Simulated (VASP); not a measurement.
W:

```
W
1.0
    -1.60818    1.60818    1.60818
     1.60818   -1.60818    1.60818
     1.60818    1.60818   -1.60818
W
1
Direct
  0.00000 0.00000 0.00000
```

Base run:

* Program: VASP 6.6.1
* Functional: r2SCAN
* Potentials or basis: VASP PAW PBE potentials, release 64 (W_sv)
* Cutoff: 520 eV
* k mesh: 8 × 8 × 8
* Occupations: fermi-dirac, width 0.1 eV
* Spin: no spin polarisation

Its results: band gap on the k mesh zero (band 7 reaches 15.60 eV, above the bottom of band 8 at 9.40 eV); pressure -12.0 GPa.

**Question.** The run is repeated on the same cell with these changes: hubbard terms from none to W d U = 3.0 eV. What comes out?

**Answer.** Band gap on the k mesh zero (band 7 reaches 15.81 eV, above the bottom of band 8 at 9.61 eV); pressure -3.9 GPa.

Caveats: the PAW data sets were made with another functional, which shifts forces and pressure a little; spin-orbit coupling is left out, which moves the levels of the heavy elements; U without spin polarisation on a metal has little footing (some runs); the U is typed as a test and isn't derived for this compound (some runs).
